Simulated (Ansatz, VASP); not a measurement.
**One calculation of CaZn, two programs**

The input INCAR:

```
PREC = Accurate ; ENCUT = 520
EDIFF = 1E-7 ; ISMEAR = 0
SIGMA = 0.15 ; LREAL = False
LASPH = True ; NELM = 100
ALGO = Fast ; ISIF = 2
LWAVE = False ; LCHARG = False
NBANDS = 18
```

KPOINTS

```
regular mesh
0
Gamma
  14 14 14
```

The input POSCAR:

```
CaZn
1.0
    3.8517956971      0.0000000000      0.0000000000
    0.0000000000      3.8517956971      0.0000000000
    0.0000000000      0.0000000000      3.2740263425
Ca Zn
1 1
Direct
    0.0000000000      0.0000000000      0.0000000000
    0.5000000000      0.5000000000      0.5000000000
```

Input for Ansatz:

```yaml
crystal:
  lattice:
    - [3.8517956971, 0.0, 0.0]
    - [0.0, 3.8517956971, 0.0]
    - [0.0, 0.0, 3.2740263425]
  atoms:
    - { symbol: Ca, position: [0.0, 0.0, 0.0] }
    - { symbol: Zn, position: [0.5, 0.5, 0.5] }
basis:
  ecutwfc: 420
kpoints:
  mp_grid: { grid: [14, 14, 14] }
hamiltonian:
  xc: lda
scf:
  occupations: { method: gaussian, width: 0.15 }
output:
  forces: true
  stress: true
  eigenvalues: true
```

Alike in both runs: task single point; functional LDA; k mesh 14 × 14 × 14; occupations gaussian, width 0.15 eV; no spin polarisation.

|  | VASP | Ansatz |
| --- | --- | --- |
| version | VASP 6.6.1 | Ansatz 0.2.0 |
| potentials or method | VASP PAW LDA potentials, release 64 (Ca_sv, Zn), cutoff 520 eV | scalar-relativistic, plane waves, PAW |
| valence electrons in the cell | 22 | 22 |

```csv
,VASP,Ansatz,Ansatz less VASP
gap on the k mesh at the Fermi level (eV),none,none,-
pressure (GPa),-3.0,-3.1,-0.13
"traceless stress, the component that is largest in VASP (GPa)",3.97,3.97,+0.007
```

LDA's correlation is that of Perdew and Zunger in VASP and of Perdew and Wang (1992) in Ansatz. A gap of «none» marks a metal or a gap that the smearing closes.
